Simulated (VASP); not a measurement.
# Pt (P6_3/mmc) in VASP: a series of runs, part 2 of 2

VASP 6.6.1. Earlier steps stand in the parts before.

## (3) Density of states, PBEsol (volume scaled by 0.84)

Contents of POSCAR:

```
Pt
1.0
    2.5884074569      0.0000000000      0.0000000000
   -1.2942037284      2.2416266130      0.0000000000
    0.0000000000      0.0000000000      4.3825815134
Pt
2
Direct
    0.3333333333      0.6666666667      0.2500000000
    0.6666666667      0.3333333333      0.7500000000
```

Contents of INCAR.step1:

```
SYSTEM = Pt
PREC     = Accurate       ! precision mode
ENCUT    = 520            ! plane-wave cutoff, eV
EDIFF    = 1E-6           ! SCF threshold, eV
ISMEAR   = -1             ! smearing method
SIGMA    = 0.05           ! smearing width, eV
LREAL    = .False.        ! projectors in reciprocal space
LASPH    = .True.         ! aspherical terms in the spheres
NELM     = 60             ! most SCF steps
ALGO     = Normal         ! electronic algorithm
ISIF     = 2              ! what is computed and relaxed
LWAVE    = .False.        ! write WAVECAR
LCHARG   = .True.         ! write CHGCAR
LMAXMIX  = 4              ! l up to which the mixer works
GGA      = PS             ! functional
NBANDS   = 17             ! bands
```

Contents of KPOINTS.step1:

```
Automatic mesh
0
Gamma
  17 17 10
  0 0 0
```

Contents of INCAR.step2:

```
SYSTEM = Pt
PREC     = Accurate       ! precision mode
ENCUT    = 520            ! plane-wave cutoff, eV
EDIFF    = 1E-6           ! SCF threshold, eV
ISMEAR   = -5             ! smearing method
SIGMA    = 0.05           ! smearing width, eV
LREAL    = .False.        ! projectors in reciprocal space
LASPH    = .True.         ! aspherical terms in the spheres
NELM     = 60             ! most SCF steps
ALGO     = Normal         ! electronic algorithm
ISIF     = 2              ! what is computed and relaxed
LWAVE    = .False.        ! write WAVECAR
LCHARG   = .False.        ! write CHGCAR
LMAXMIX  = 4              ! l up to which the mixer works
GGA      = PS             ! functional
LORBIT   = 11             ! projections on sites
NBANDS   = 17             ! bands
NEDOS    = 1001           ! points of the DOS
ICHARG   = 11             ! starting density
```

Contents of KPOINTS.step2:

```
Automatic mesh
0
Gamma
  26 26 15
  0 0 0
```

Potentials or basis: VASP PAW PBE potentials, release 64 (Pt).

The run is started by

```bash
cat potpaw_PBE.64/Pt/POTCAR > POTCAR
cp INCAR.step1 INCAR
cp KPOINTS.step1 KPOINTS
mpirun -np 1 vasp_std > vasp.out
cp INCAR.step2 INCAR
cp KPOINTS.step2 KPOINTS
mpirun -np 1 vasp_std > vasp.out
```

OUTCAR:

```text
SYSTEM = Pt
   PREC = Accurate
   ENCUT = 520
   EDIFF = 1E-6
   ISMEAR = -5
   LREAL = .False.
   LASPH = .True.
   NELM = 60
   ISIF = 2
   GGA = PS
   LORBIT = 11
   ICHARG = 11

 ion  position               nearest neighbor table
   1  0.333  0.667  0.250-   2 2.65   2 2.65   2 2.65   2 2.65   2 2.65   2 2.65
   2  0.667  0.333  0.750-   1 2.65   1 2.65   1 2.65   1 2.65   1 2.65   1 2.65

  LATTYP: Found a hexagonal cell.
 ALAT       =     2.5884074569
 C/A-ratio  =     1.6931575057

  Lattice vectors:

 A1 = (   2.5884074569,   0.0000000000,   0.0000000000)
[... 676 lines left out ...]
  Total       12.3117050     12.3117050     12.2012074      0.0000000      0.0000000      0.0000000
  in kB      775.7162039    775.7162039    768.7541515      0.0000000      0.0000000      0.0000000
  external PRESSURE =     773.3955198 kB  Pullay stress =       0.0000000 kB

 VOLUME and BASIS-vectors are now :
 -----------------------------------------------------------------------------
  energy-cutoff  :      520.00
  volume of cell :       25.43
      direct lattice vectors                 reciprocal lattice vectors
     2.588407457  0.000000000  0.000000000     0.386337938  0.223052313  0.000000000
    -1.294203728  2.241626613  0.000000000     0.000000000  0.446104625  0.000000000
     0.000000000  0.000000000  4.382581513     0.000000000  0.000000000  0.228176018

 POSITION                                       TOTAL-FORCE (eV/Angst)
 -----------------------------------------------------------------------------------
     -0.00000      1.49442      1.09565         0.000000      0.000000      0.000000
      1.29420      0.74721      3.28694        -0.000000      0.000000      0.000000
 -----------------------------------------------------------------------------------
    total drift:                               -0.000000      0.000000     -0.000000

  FREE ENERGIE OF THE ION-ELECTRON SYSTEM (eV)
  ---------------------------------------------------
  free  energy   TOTEN  =       -12.8308989761 eV

  energy  without entropy=      -12.8308989761  energy(sigma->0) =      -12.83089898

 total charge

# of ion       s       p       d       tot
------------------------------------------
    1        0.739   0.866   8.245   9.850
    2        0.739   0.866   8.245   9.850
--------------------------------------------------
tot          1.479   1.732  16.490  19.701
```

OUTCAR.step1:

```text
SYSTEM = Pt
   PREC = Accurate
   ENCUT = 520
   EDIFF = 1E-6
   ISMEAR = -1
   LREAL = .False.
[... 705 lines left out ...]
     -0.00000      1.49442      1.09565        -0.000000      0.000000      0.000000
      1.29420      0.74721      3.28694         0.000000     -0.000000      0.000000
 -----------------------------------------------------------------------------------
    total drift:                               -0.000000      0.000000     -0.000000

  FREE ENERGIE OF THE ION-ELECTRON SYSTEM (eV)
  ---------------------------------------------------
  free  energy   TOTEN  =       -12.8410271909 eV

  energy  without entropy=      -12.8155335955  energy(sigma->0) =      -12.82828039
```

Run time: 2.1 min. Hardware: 1 thread of Intel Xeon Platinum 8559C (Emerald Rapids), shared host; peak memory 0.32 GiB.

Results:

- Valence electrons inside the program's atomic spheres: Pt 9.85

Caveat: the cell differs from its parent crystal (volume scaled by 0.84); the PAW data sets were made with another functional, which shifts forces and pressure a little; spin-orbit coupling is left out, which moves the levels of the heavy elements; tetrahedron occupations give inexact forces and stress in metals.

## (4) Density of states, PBEsol

This run uses another cell than the first one, of 15.14 Å³/atom, 1.923 times its volume.

Contents of POSCAR:

```
Pt
1.0
    2.7287068120      0.0000000000      0.0000000000
   -1.3643534060      2.3631294186      0.0000000000
    0.0000000000      0.0000000000      4.6946395251
Pt
2
Direct
    0.3333333333      0.6666666667      0.2500000000
    0.6666666667      0.3333333333      0.7500000000
```

INCAR.step1: that of step 3 with these lines changed.

```diff
@@ -3,3 +3,3 @@
 ENCUT    = 520            ! plane-wave cutoff, eV
-EDIFF    = 1E-6           ! SCF threshold, eV
+EDIFF    = 1E-7           ! SCF threshold, eV
 ISMEAR   = -1             ! smearing method
@@ -8,3 +8,3 @@
 LASPH    = .True.         ! aspherical terms in the spheres
-NELM     = 60             ! most SCF steps
+NELM     = 100            ! most SCF steps
 ALGO     = Normal         ! electronic algorithm
```

Contents of KPOINTS.step1:

```
regular mesh
0
Gamma
  17 17 10
  0 0 0
```

INCAR.step2: that of step 3 with these lines changed.

```diff
@@ -3,3 +3,3 @@
 ENCUT    = 520            ! plane-wave cutoff, eV
-EDIFF    = 1E-6           ! SCF threshold, eV
+EDIFF    = 1E-7           ! SCF threshold, eV
 ISMEAR   = -5             ! smearing method
@@ -8,3 +8,3 @@
 LASPH    = .True.         ! aspherical terms in the spheres
-NELM     = 60             ! most SCF steps
+NELM     = 100            ! most SCF steps
 ALGO     = Normal         ! electronic algorithm
@@ -16,3 +16,2 @@
 LORBIT   = 11             ! projections on sites
-NBANDS   = 17             ! bands
 NEDOS    = 1001           ! points of the DOS
```

Contents of KPOINTS.step2:

```
regular mesh
0
Gamma
  26 26 15
  0 0 0
```

Potentials or basis: VASP PAW PBE potentials, release 64 (Pt).

The run is started by

```bash
cat potpaw_PBE.64/Pt/POTCAR > POTCAR
cp INCAR.step1 INCAR
cp KPOINTS.step1 KPOINTS
mpirun -np 1 vasp_std > vasp.out
cp INCAR.step2 INCAR
cp KPOINTS.step2 KPOINTS
mpirun -np 1 vasp_std > vasp.out
```

OUTCAR:

```text
SYSTEM = Pt
   PREC = Accurate
   ENCUT = 520
   EDIFF = 1E-7
   ISMEAR = -5
   LREAL = .False.
   LASPH = .True.
   NELM = 100
   ISIF = 2
   GGA = PS
   LORBIT = 11
   ICHARG = 11

 ion  position               nearest neighbor table
   1  0.333  0.667  0.250-   2 2.83   2 2.83   2 2.83   2 2.83   2 2.83   2 2.83
   2  0.667  0.333  0.750-   1 2.83   1 2.83   1 2.83   1 2.83   1 2.83   1 2.83

  LATTYP: Found a hexagonal cell.
 ALAT       =     2.7287068120
 C/A-ratio  =     1.7204631529

  Lattice vectors:

 A1 = (   2.7287068120,   0.0000000000,   0.0000000000)
[... 603 lines left out ...]
  Total       -0.0752048     -0.0752048     -0.2049414     -0.0000000      0.0000000      0.0000000
  in kB       -3.9802407     -3.9802407    -10.8465990     -0.0000000      0.0000000      0.0000000
  external PRESSURE =      -6.2690268 kB  Pullay stress =       0.0000000 kB

 VOLUME and BASIS-vectors are now :
 -----------------------------------------------------------------------------
  energy-cutoff  :      520.00
  volume of cell :       30.27
      direct lattice vectors                 reciprocal lattice vectors
     2.728706812  0.000000000  0.000000000     0.366473963  0.211583841  0.000000000
    -1.364353406  2.363129419  0.000000000     0.000000000  0.423167683  0.000000000
     0.000000000  0.000000000  4.694639525     0.000000000  0.000000000  0.213008900

 POSITION                                       TOTAL-FORCE (eV/Angst)
 -----------------------------------------------------------------------------------
     -0.00000      1.57542      1.17366        -0.000000     -0.000000      0.000000
      1.36435      0.78771      3.52098         0.000000      0.000000      0.000000
 -----------------------------------------------------------------------------------
    total drift:                               -0.000000      0.000000     -0.000000

  FREE ENERGIE OF THE ION-ELECTRON SYSTEM (eV)
  ---------------------------------------------------
  free  energy   TOTEN  =       -13.8006473143 eV

  energy  without entropy=      -13.8006473143  energy(sigma->0) =      -13.80064731

 total charge

# of ion       s       p       d       tot
------------------------------------------
    1        0.633   0.611   8.039   9.283
    2        0.633   0.611   8.039   9.283
--------------------------------------------------
tot          1.265   1.223  16.077  18.566
```

OUTCAR.step1:

```text
SYSTEM = Pt
   PREC = Accurate
   ENCUT = 520
   EDIFF = 1E-7
   ISMEAR = -1
   LREAL = .False.
[... 704 lines left out ...]
     -0.00000      1.57542      1.17366         0.000000     -0.000000      0.000000
      1.36435      0.78771      3.52098        -0.000000      0.000000      0.000000
 -----------------------------------------------------------------------------------
    total drift:                               -0.000000      0.000000     -0.000000

  FREE ENERGIE OF THE ION-ELECTRON SYSTEM (eV)
  ---------------------------------------------------
  free  energy   TOTEN  =       -13.8153734973 eV

  energy  without entropy=      -13.7836666238  energy(sigma->0) =      -13.79952006
```

Run time: 2.1 min. Hardware: 1 thread of Intel Xeon Platinum 8559C (Emerald Rapids), shared host; peak memory 0.32 GiB.

Results:

```
Valence electrons inside the program's atomic spheres : Pt 9.28
```

Levels at points of the mesh, in eV from the Fermi level:
| k point | band 6 | band 7 | band 8 | band 9 | band 10 | band 11 | band 12 | band 13 | band 14 |
| --- | --- | --- | --- | --- | --- | --- | --- | --- | --- |
| (0.00, 0.00, 0.00) | -3.25 | -3.25 | -1.98 | -1.98 | -0.91 | -0.23 | -0.23 | 5.04 | 14.98 |
| (0.50, 0.00, 0.00) | -3.12 | -2.87 | 0.05 | 0.29 | 0.52 | 2.31 | 3.84 | 7.45 | 9.05 |

Caveat: the PAW data sets were made with another functional, which shifts forces and pressure a little; spin-orbit coupling is left out, which moves the levels of the heavy elements; tetrahedron occupations give inexact forces and stress in metals.
